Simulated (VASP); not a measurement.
# PbSe (I4/mmm) in VASP: further runs

The runs below take PbSe through single point, with PBE.

Everything below comes from runs of VASP 6.6.1. Logs are shortened: lines on timing, memory, paths and dates and some standing lists are left out, and cuts for length are marked.

## Step 1: The cell of the first run

It takes space group I4/mmm (No. 139, tetragonal). The conventional cell has a = 4.368 Å, b = 4.368 Å, c = 5.930 Å, α = 90.00°, β = 90.00°, γ = 90.00°. Within 3.9 Å of Pb (site symmetry 4/mmm) lie 6 Se at 2.97 to 3.09 Å. Within 3.9 Å of Se (site symmetry 4/mmm) lie 6 Pb at 2.97 to 3.09 Å.

## Step 2: Single point, PBE (uniaxial z strain -4.0%)

The input, INCAR:

```
  ALGO = Normal
  EDIFF = 1E-6
  ENCUT = 520
  GGA = PE
  ISIF = 2
  ISMEAR = -1
  LASPH = T
  LCHARG = F
  LREAL = F
  LWAVE = F
  NBANDS = 17
  NELM = 80
  PREC = Accurate
  SIGMA = 0.02
```

The input, KPOINTS:

```
k-points
0
Gamma
  8 8 8
```

The input, POSCAR:

```
PbSe
1.0
    0.0000000000      3.0887022195      2.9651541308
    3.0887022195      0.0000000000      2.9651541308
    3.0887022195      3.0887022195      0.0000000000
Pb Se
1 1
Direct
    0.0000000000      0.0000000000      0.0000000000
    0.5000000000      0.5000000000      0.5000000000
```

Potentials or basis: VASP PAW PBE potentials, release 64 (Pb_d, Se).

On the command line:

```
$ cat potpaw_PBE.64/Pb_d/POTCAR potpaw_PBE.64/Se/POTCAR > POTCAR
$ mpirun -np 1 vasp_std > vasp.out
```

OUTCAR:

```text
EDIFF = 1E-6
   ENCUT = 520
   GGA = PE
   ISIF = 2
   ISMEAR = -1
   LASPH = T
   LREAL = F
   NELM = 80
   PREC = Accurate

 ion  position               nearest neighbor table
   1  0.000  0.000  0.000-   2 2.97   2 2.97   2 3.09   2 3.09   2 3.09   2 3.09
   2  0.500  0.500  0.500-   1 2.97   1 2.97   1 3.09   1 3.09   1 3.09   1 3.09

  LATTYP: Found a body centered tetragonal cell.
 ALAT       =     4.3680845689
 C/A-ratio  =     1.3576450199

  Lattice vectors:

 A1 = (   0.0000000000,  -3.0887022195,  -2.9651541308)
 A2 = (   0.0000000000,   3.0887022195,  -2.9651541308)
 A3 = (   3.0887022195,   0.0000000000,   2.9651541308)

Analysis of symmetry for initial positions (statically):
=====================================================================
 Subroutine PRICEL returns:
 Original cell was already a primitive cell.

 Routine SETGRP: Setting up the symmetry group for a
 body centered tetragonal supercell.

 Subroutine GETGRP returns: Found 16 space group operations
 (whereof 16 operations were pure point group operations)
 out of a pool of 16 trial point group operations.

The static configuration has the point symmetry D_4h.

Analysis of symmetry for dynamics (positions and initial velocities):
=====================================================================
 Subroutine PRICEL returns:
 Original cell was already a primitive cell.

 Routine SETGRP: Setting up the symmetry group for a
 body centered tetragonal supercell.

 Subroutine GETGRP returns: Found 16 space group operations
 (whereof 16 operations were pure point group operations)
 out of a pool of 16 trial point group operations.

The dynamic configuration has the point symmetry D_4h.

 Subroutine INISYM returns: Found 16 space group operations
 (whereof 16 operations are pure point group operations),
 and found     1 'primitive' translations

----------------------------------------------------------------------------------------

                                     Primitive cell

  volume of cell :      56.5756

  direct lattice vectors                    reciprocal lattice vectors
     0.000000000  3.088702220  2.965154131    -0.161880286  0.161880286  0.168625298
     3.088702220  0.000000000  2.965154131     0.161880286 -0.161880286  0.168625298
     3.088702220  3.088702220  0.000000000     0.161880286  0.161880286 -0.168625298

  length of vectors
     4.281614231  4.281614231  4.368084569     0.284332456  0.284332456  0.284332456

  position of ions in fractional coordinates (direct lattice)
     0.000000000  0.000000000  0.000000000
     0.500000000  0.500000000  0.500000000

  ion indices of the primitive-cell ions
   primitive index   ion index
                 1           1
                 2           2

----------------------------------------------------------------------------------------

 KPOINTS: k-points

Automatic generation of k-mesh.
 Grid dimensions read from file:
 generate k-points for:    8    8    8

 Generating k-lattice:

  Cartesian coordinates                     Fractional coordinates (reciprocal lattice)
    -0.020235036  0.020235036  0.021078162     0.125000000  0.000000000  0.000000000
     0.020235036 -0.020235036  0.021078162     0.000000000  0.125000000  0.000000000
     0.020235036  0.020235036 -0.021078162     0.000000000  0.000000000  0.125000000

  Length of vectors
     0.035541557  0.035541557  0.035541557

  Shift w.r.t. Gamma in fractional coordinates (k-lattice)
     0.000000000  0.000000000  0.000000000

 Subroutine IBZKPT returns following result:
 ===========================================

 Found     59 irreducible k-points:

 Following reciprocal coordinates:
            Coordinates               Weight
  0.000000  0.000000  0.000000      1.000000
  0.125000  0.000000  0.000000      8.000000
  0.250000  0.000000  0.000000      8.000000
  0.375000  0.000000  0.000000      8.000000
  0.500000  0.000000  0.000000      4.000000
  0.125000  0.125000  0.000000      2.000000
[... 16 lines left out ...]
  0.250000  0.000000  0.125000     16.000000
  0.375000  0.000000  0.125000     16.000000
 [... further k-points ...]
   k-points           NKPTS =     59   k-points in BZ     NKDIM =     59   number of bands    NBANDS=     17
   number of dos      NEDOS =    301   number of ions     NIONS =      2
   total plane-waves  NPLWV =  32768
   dimension x,y,z NGX =    32 NGY =   32 NGZ =   32
   dimension x,y,z NGXF=    64 NGYF=   64 NGZF=   64
   ions per type =               1   1
   NGX,Y,Z   is equivalent  to a cutoff of  12.42, 12.42, 12.18 a.u.
   NGXF,Y,Z  is equivalent  to a cutoff of  24.85, 24.85, 24.36 a.u.
 SYSTEM =  unknown system
   PREC   = accura    normal or accurate (medium, high low for compatibility)
   ISTART =      0    job   : 0-new  1-cont  2-samecut
   ICHARG =      2    charge: 1-file 2-atom 10-const
   ISPIN  =      1    spin polarized calculation?
   LNONCOLLINEAR =      F non collinear calculations
   LSORBIT =      F    spin-orbit coupling
   LASPH  =      T    aspherical Exc in radial PAW
   ENCUT  =  520.0 eV  38.22 Ry    6.18 a.u.   7.96  7.96  8.12*2*pi/ulx,y,z
   NELM   =     80;   NELMIN=  2; NELMDL= -5     # of ELM steps
   EDIFF  = 0.1E-05   stopping-criterion for ELM
   LREAL  =      F    real-space projection
   EDIFFG = 0.1E-04   stopping-criterion for IOM
   NSW    =      0    number of steps for IOM
   IBRION =     -1    ionic relax: 0-MD 1-quasi-New 2-CG
   NFREE  =      0    steps in history (QN), initial steepest desc. (CG)
   ISIF   =      2    stress and relaxation
   ISYM   =      2    0-nonsym 1-usesym 2-fastsym
   POTIM  = 0.5000    time-step for ionic-motion
   TEBEG  =    0.0;   TEEND  =   0.0 temperature during run
   PSTRESS=    0.0 pullay stress
   NELECT =      20.0000    total number of electrons
   NUPDOWN=      -1.0000    fix difference up-down
   EMIN   =  10.00;   EMAX   =-10.00  energy-range for DOS
   EFERMI =   0.00;   METHOD = LEGACY
   ISMEAR =    -1;   SIGMA  =   0.02  broadening in eV -4-tet -1-fermi 0-gaus
   EFERMI_NEDOS =   21; number of points for ismear=-14 and -15
   IALGO  =     38    algorithm
   IMIX   =      4    mixing-type and parameters
     AMIX     =   0.40;   BMIX     =  1.00
     AMIX_MAG =   1.60;   BMIX_MAG =  1.00
  volume/ion in A,a.u.               =      28.29       190.90
  Fermi-wavevector in a.u.,A,eV,Ry     =   1.157555  2.187462 18.230910  1.339934
  Thomas-Fermi vector in A             =   2.294166
   LORBIT       =      0    0 simple, 1 ext, 2 COOP (PROOUT), +10 PAW based schemes
   GGA     = PE    functional components
   LHFCALC =     F    Hartree Fock is set to
   AEXX    =    0.0000 exact exchange contribution
   IVDW    =     0    specifies the selected vdW correction
   LEPSILON=     F    determine dielectric tensor
   LRPA    =     F    only Hartree local field effects (RPA)
 non-spin polarized calculation
  energy-cutoff  :      520.00
  volume of cell :       56.58
 maximum number of plane-waves:      1548
   NGX = 15   NGY = 15   NGZ = 17

 number of electron      20.0000000 magnetization

 Free energy of the ion-electron system (eV)
  ---------------------------------------------------
  ext. energy  EPLUGINS =         0.00000000
  ---------------------------------------------------
  free energy    TOTEN  =        -8.13651964 eV

  energy without entropy =       -8.13649094  energy(sigma->0) =       -8.13650529

 E-fermi :   5.3889     XC(G=0):  -9.5899

 val. band max:        5.2921550364   @ k =   0.5000   0.0000   0.0000
 cond. band min:       5.4856749823   @ k =   0.5000   0.0000   0.0000
 fundamental gap:      0.1935199458
 Fermi energy:         5.3889150170

 k-point     1 :       0.0000    0.0000    0.0000
  band No.  band energies     occupation
      1     -11.6299      2.00000
      2     -11.6286      2.00000
      3     -11.6181      2.00000
      4     -11.6181      2.00000
      5     -11.6117      2.00000
      6      -8.4781      2.00000
[... 9 lines left out ...]
     16      11.8942      0.00000
     17      13.3710      0.00000

 k-point     2 :       0.1250    0.0000    0.0000
  band No.  band energies     occupation
      1     -11.6320      2.00000
      2     -11.6273      2.00000
      3     -11.6173      2.00000
      4     -11.6135      2.00000
      5     -11.6127      2.00000
      6      -8.3572      2.00000
[... 9 lines left out ...]
     16      12.1401      0.00000
     17      14.3716      0.00000

 k-point     3 :       0.2500    0.0000    0.0000
  band No.  band energies     occupation
      1     -11.6395      2.00000
      2     -11.6297      2.00000
      3     -11.6209      2.00000
      4     -11.6043      2.00000
      5     -11.6004      2.00000
      6      -8.0241      2.00000
[... 9 lines left out ...]
     16      12.9591      0.00000
     17      16.2747      0.00000

 k-point     4 :       0.3750    0.0000    0.0000
  band No.  band energies     occupation
      1     -11.6475      2.00000
      2     -11.6379      2.00000
      3     -11.6210      2.00000
      4     -11.5940      2.00000
      5     -11.5866      2.00000
      6      -7.6012      2.00000
[... 9 lines left out ...]
     16      14.3138      0.00000
     17      16.7170      0.00000

 k-point     5 :       0.5000    0.0000    0.0000
  band No.  band energies     occupation
      1     -11.6508      2.00000
      2     -11.6417      2.00000
      3     -11.6208      2.00000
      4     -11.5896      2.00000
      5     -11.5808      2.00000
      6      -7.3803      2.00000
[... 9 lines left out ...]
     16      15.5253      0.00000
     17      15.5568      0.00000

 k-point     6 :       0.1250    0.1250    0.0000
  band No.  band energies     occupation
      1     -11.6318      2.00000
      2     -11.6264      2.00000
      3     -11.6194      2.00000
      4     -11.6111      2.00000
      5     -11.6111      2.00000
      6      -8.3053      2.00000
[... 9 lines left out ...]
     16      12.7550      0.00000
     17      13.6327      0.00000

 k-point     7 :       0.2500    0.1250    0.0000
  band No.  band energies     occupation
      1     -11.6347      2.00000
      2     -11.6311      2.00000
      3     -11.6285      2.00000
      4     -11.6030      2.00000
      5     -11.5991      2.00000
      6      -8.0264      2.00000
[... 9 lines left out ...]
     16      13.7017      0.00000
     17      14.9952      0.00000

 k-point     8 :       0.3750    0.1250    0.0000
  band No.  band energies     occupation
      1     -11.6492      2.00000
      2     -11.6364      2.00000
      3     -11.6281      2.00000
      4     -11.5955      2.00000
      5     -11.5852      2.00000
      6      -7.6142      2.00000
[... 9 lines left out ...]
     16      14.9711      0.00000
     17      16.4894      0.00000
[... 203 lines left out ...]
      1     -11.7431      2.00000
      2     -11.6453      2.00000
      3     -11.6113      2.00000
      4     -11.5725      2.00000
      5     -11.5704      2.00000
      6      -6.9428      2.00000
[... 9 lines left out ...]
     16      16.5247      0.00000
     17      16.9690      0.00000

 k-point    20 :      -0.3750    0.3750    0.0000
  band No.  band energies     occupation
      1     -11.7272      2.00000
      2     -11.6351      2.00000
      3     -11.6203      2.00000
      4     -11.5799      2.00000
      5     -11.5741      2.00000
      6      -6.9281      2.00000
[... 9 lines left out ...]
     16      15.5855      0.00000
     17      18.1203      0.00000

 k-point    21 :       0.5000    0.5000    0.0000
  band No.  band energies     occupation
      1     -11.7612      2.00000
      2     -11.6502      2.00000
      3     -11.6060      2.00000
      4     -11.5670      2.00000
      5     -11.5670      2.00000
      6      -6.8574      2.00000
[... 9 lines left out ...]
     16      16.8696      0.00000
     17      17.7472      0.00000

 k-point    22 :       0.1250    0.0000    0.1250
  band No.  band energies     occupation
      1     -11.6382      2.00000
      2     -11.6233      2.00000
      3     -11.6207      2.00000
      4     -11.6125      2.00000
      5     -11.6107      2.00000
      6      -8.3194      2.00000
[... 9 lines left out ...]
     16      12.8297      0.00000
     17      13.8384      0.00000

 k-point    23 :       0.2500    0.0000    0.1250
  band No.  band energies     occupation
      1     -11.6508      2.00000
      2     -11.6227      2.00000
      3     -11.6193      2.00000
      4     -11.6119      2.00000
      5     -11.5992      2.00000
      6      -8.0572      2.00000
[... 9 lines left out ...]
     16      13.6143      0.00000
     17      15.0522      0.00000

 k-point    24 :       0.3750    0.0000    0.1250
  band No.  band energies     occupation
      1     -11.6606      2.00000
      2     -11.6290      2.00000
      3     -11.6181      2.00000
      4     -11.6036      2.00000
      5     -11.5876      2.00000
      6      -7.6566      2.00000
[... 9 lines left out ...]
     16      14.7784      0.00000
     17      16.4966      0.00000

 [... further k-points ...]
[... 5 lines left out ...]
  --------------------------------------------------------------------------------------
  -------------------------------------------------------------------------------------
  Total        0.5161256      0.5161256      2.6399643      0.0000000     -0.0000000     -0.0000000
  in kB       14.6162714     14.6162714     74.7617200      0.0000000     -0.0000000     -0.0000000
  external PRESSURE =      34.6647543 kB  Pullay stress =       0.0000000 kB

 VOLUME and BASIS-vectors are now :
 -----------------------------------------------------------------------------
  energy-cutoff  :      520.00
  volume of cell :       56.58
      direct lattice vectors                 reciprocal lattice vectors
     0.000000000  3.088702220  2.965154131    -0.161880286  0.161880286  0.168625298
     3.088702220  0.000000000  2.965154131     0.161880286 -0.161880286  0.168625298
     3.088702220  3.088702220  0.000000000     0.161880286  0.161880286 -0.168625298

 POSITION                                       TOTAL-FORCE (eV/Angst)
 -----------------------------------------------------------------------------------
      0.00000      0.00000      0.00000         0.000000     -0.000000      0.000000
      3.08870      3.08870      2.96515        -0.000000      0.000000     -0.000000
 -----------------------------------------------------------------------------------
    total drift:                                0.000000     -0.000000     -0.000000

  FREE ENERGIE OF THE ION-ELECTRON SYSTEM (eV)
  ---------------------------------------------------
  free  energy   TOTEN  =        -8.1365196436 eV

  energy  without entropy=       -8.1364909428  energy(sigma->0) =       -8.13650529
```

Wall time 60 s (1 thread of Intel Xeon 8259CL, shared host); peak memory 0.21 GiB.

Results:

* Free energy: -8.1365 eV
* Pressure: 3.5 GPa
* Band gap on the k mesh: 0.19 eV

Caveat: the cell differs from its parent crystal (uniaxial z strain -4.0%); the stress differs along the axes, from 1 to 7 GPa; spin-orbit coupling is left out, which moves the levels of the heavy elements. A k mesh can miss the band edges.

## Step 3: Single point, PBE (uniaxial z strain -3.0%)

The input, INCAR:

```
SYSTEM = PbSe
ALGO = Normal ; EDIFF = 1E-6
ENCUT = 520 ; GGA = PE
ISIF = 2 ; ISMEAR = -1
LASPH = .TRUE. ; LCHARG = .FALSE.
LREAL = .FALSE. ; LWAVE = .FALSE.
NBANDS = 17 ; NELM = 80
PREC = Accurate ; SIGMA = 0.02
```

The input, KPOINTS:

```
k-points
0
G
  8 8 8
  0 0 0
```

The input, POSCAR:

```
PbSe
1.0
    0.0000000000      3.0887022195      2.9960411529
    3.0887022195      0.0000000000      2.9960411529
    3.0887022195      3.0887022195      0.0000000000
Pb Se
1 1
Direct
    0.0000000000      0.0000000000      0.0000000000
    0.5000000000      0.5000000000      0.5000000000
```

Potentials or basis: VASP PAW PBE potentials, release 64 (Pb_d, Se).

On the command line:

```
$ cat potpaw_PBE.64/Pb_d/POTCAR potpaw_PBE.64/Se/POTCAR > POTCAR
$ mpirun -np 1 vasp_std > vasp.out
```

OUTCAR:

```text
SYSTEM = PbSe
   EDIFF = 1E-6
   ENCUT = 520
   GGA = PE
   ISIF = 2
   ISMEAR = -1
   LASPH = .TRUE.
   LREAL = .FALSE.
   NELM = 80
   PREC = Accurate

 ion  position               nearest neighbor table
   1  0.000  0.000  0.000-   2 3.00   2 3.00   2 3.09   2 3.09   2 3.09   2 3.09
   2  0.500  0.500  0.500-   1 3.00   1 3.00   1 3.09   1 3.09   1 3.09   1 3.09

  LATTYP: Found a body centered tetragonal cell.
 ALAT       =     4.3680845689
 C/A-ratio  =     1.3717871555

  Lattice vectors:

 A1 = (   0.0000000000,  -3.0887022195,  -2.9960411529)
 A2 = (   0.0000000000,   3.0887022195,  -2.9960411529)
 A3 = (   3.0887022195,   0.0000000000,   2.9960411529)

Analysis of symmetry for initial positions (statically):
=====================================================================
 Subroutine PRICEL returns:
 Original cell was already a primitive cell.

 Routine SETGRP: Setting up the symmetry group for a
 body centered tetragonal supercell.

 Subroutine GETGRP returns: Found 16 space group operations
 (whereof 16 operations were pure point group operations)
 out of a pool of 16 trial point group operations.
[... 156 lines left out ...]
  ext. energy  EPLUGINS =         0.00000000
  ---------------------------------------------------
  free energy    TOTEN  =        -8.16057468 eV

  energy without entropy =       -8.16056650  energy(sigma->0) =       -8.16057059

 E-fermi :   5.2601     XC(G=0):  -9.5430

 val. band max:        5.1336258248   @ k =   0.5000  -0.0000   0.0000
 cond. band min:       5.3866604655   @ k =   0.5000  -0.0000   0.0000
 fundamental gap:      0.2530346407
 Fermi energy:         5.2601431545

 k-point     1 :       0.0000    0.0000    0.0000
  band No.  band energies     occupation
      1     -11.7395      2.00000
      2     -11.7389      2.00000
      3     -11.7311      2.00000
      4     -11.7311      2.00000
      5     -11.7238      2.00000
      6      -8.5163      2.00000
[... 457 lines left out ...]
      4     -11.7155      2.00000
      5     -11.7019      2.00000
      6      -7.7090      2.00000
[... 9 lines left out ...]
     16      14.6643      0.00000
     17      16.3896      0.00000

 [... further k-points ...]
[... 5 lines left out ...]
  --------------------------------------------------------------------------------------
  -------------------------------------------------------------------------------------
  Total        0.4725075      0.4725075      1.9736261      0.0000000     -0.0000000      0.0000000
  in kB       13.2430929     13.2430929     55.3153444      0.0000000     -0.0000000      0.0000000
  external PRESSURE =      27.2671767 kB  Pullay stress =       0.0000000 kB

 VOLUME and BASIS-vectors are now :
 -----------------------------------------------------------------------------
  energy-cutoff  :      520.00
  volume of cell :       57.16
      direct lattice vectors                 reciprocal lattice vectors
     0.000000000  3.088702220  2.996041153    -0.161880286  0.161880286  0.166886893
     3.088702220  0.000000000  2.996041153     0.161880286 -0.161880286  0.166886893
     3.088702220  3.088702220  0.000000000     0.161880286  0.161880286 -0.166886893

 POSITION                                       TOTAL-FORCE (eV/Angst)
 -----------------------------------------------------------------------------------
      0.00000      0.00000      0.00000        -0.000000      0.000000      0.000000
      3.08870      3.08870      2.99604         0.000000     -0.000000      0.000000
 -----------------------------------------------------------------------------------
    total drift:                                0.000000     -0.000000     -0.000000

  FREE ENERGIE OF THE ION-ELECTRON SYSTEM (eV)
  ---------------------------------------------------
  free  energy   TOTEN  =        -8.1605746804 eV

  energy  without entropy=       -8.1605665009  energy(sigma->0) =       -8.16057059
```

stdout:

```text
POSCAR found type information on POSCAR PbSe
 POSCAR found :  2 types and       2 ions
 scaLAPACK will be used
 LDA part: xc-table for (Slater+PW92), standard interpolation
 POSCAR, INCAR and KPOINTS ok, starting setup
 FFT: planning ... GRIDC
 FFT: planning ... GRID_SOFT
 FFT: planning ... GRID
 WAVECAR not read
 entering main loop
```

Wall time 60 s (1 thread of Intel Xeon 8259CL, shared host); peak memory 0.21 GiB.

Results:

```yaml
Free_energy: -8.1606 eV
Pressure: 2.7 GPa
Band_gap_on_the_k_mesh: 0.25 eV
```

Caveat: the cell differs from its parent crystal (uniaxial z strain -3.0%); spin-orbit coupling is left out, which moves the levels of the heavy elements.
